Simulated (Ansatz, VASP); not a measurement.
FeCuSO: VASP beside Ansatz

File INCAR:

```
SYSTEM = FeCuSO
ALGO = Normal ; EDIFF = 1E-7
ENCUT = 520 ; GGA = PE
ISIF = 2 ; ISMEAR = -1
LASPH = .True. ; LCHARG = .False.
LREAL = .False. ; LWAVE = .False.
NBANDS = 41 ; NELM = 100
PREC = Accurate ; SIGMA = 0.1
```

Contents of KPOINTS:

```
k-points
0
Gamma
  8 8 3
  0 0 0
```

File POSCAR:

```
FeCuSO
1.0
    3.7863880000      0.0000000000      0.0000000000
    0.0000000000      3.7863880000      0.0000000000
    0.0000000000      0.0000000000      8.5646720000
Cu S Fe O
2 2 2 2
Direct
    0.7500000000      0.2500000000      0.5000000000
    0.2500000000      0.7500000000      0.5000000000
    0.2500000000      0.2500000000      0.3442000000
    0.7500000000      0.7500000000      0.6558000000
    0.2500000000      0.7500000000      0.0000000000
    0.7500000000      0.2500000000      0.0000000000
    0.2500000000      0.2500000000      0.9256000000
    0.7500000000      0.7500000000      0.0744000000
```

Input for Ansatz:

```yaml
crystal:
  lattice:
    - [3.786388, 0.0, 0.0]
    - [0.0, 3.786388, 0.0]
    - [0.0, 0.0, 8.564672]
  atoms:
    - { symbol: Cu, position: [0.75, 0.25, 0.5] }
    - { symbol: Cu, position: [0.25, 0.75, 0.5] }
    - { symbol: S, position: [0.25, 0.25, 0.3442] }
    - { symbol: S, position: [0.75, 0.75, 0.6558] }
    - { symbol: Fe, position: [0.25, 0.75, 0.0] }
    - { symbol: Fe, position: [0.75, 0.25, 0.0] }
    - { symbol: O, position: [0.25, 0.25, 0.9256] }
    - { symbol: O, position: [0.75, 0.75, 0.0744] }
  symmetry: { tolerance: 0.0003 }
kpoints:
  mp_grid: { grid: [8, 8, 3], shift: [0, 0, 0] }
magnetization:
  spin_polarized: false
scf:
  occupations: { method: fermi_dirac }
hamiltonian:
  pseudopotentials: { kind: paw }
  xc: pbe
basis:
  ecutwfc: 420
output:
  forces: true
  stress: true
  eigenvalues: true
```

Alike in both runs: task single point; functional PBE; k mesh 8 × 8 × 3; no spin polarisation.

|  | VASP | Ansatz |
| --- | --- | --- |
| version | VASP 6.6.1 | Ansatz 0.2.0 |
| potentials or method | VASP PAW PBE potentials, release 64 (Cu, S, Fe, O), cutoff 520 eV | PAW plane waves |
| occupations | fermi-dirac, width 0.1 eV | fermi-dirac |
| valence electrons in the cell | 62 | 94 |

|  | VASP | Ansatz | Ansatz less VASP |
| --- | --- | --- | --- |
| gap on the k mesh at the Fermi level (eV) | none | none | - |
| pressure (GPa) | -7.7 | -8.1 | -0.39 |
| traceless stress, the component that is largest in VASP (GPa) | 4.96 | 5.26 | +0.305 |
| rms of the force components (eV/Å) | 0.211 | 0.225 | +0.0140 |

Atom by atom the forces differ by 0.016 eV/Å (rms over components). A gap of «none» marks a metal or a gap that the smearing closes. VASP's potentials hold 62 valence electrons a cell and Ansatz's 94, so a difference there can come from the potentials and not from the codes.
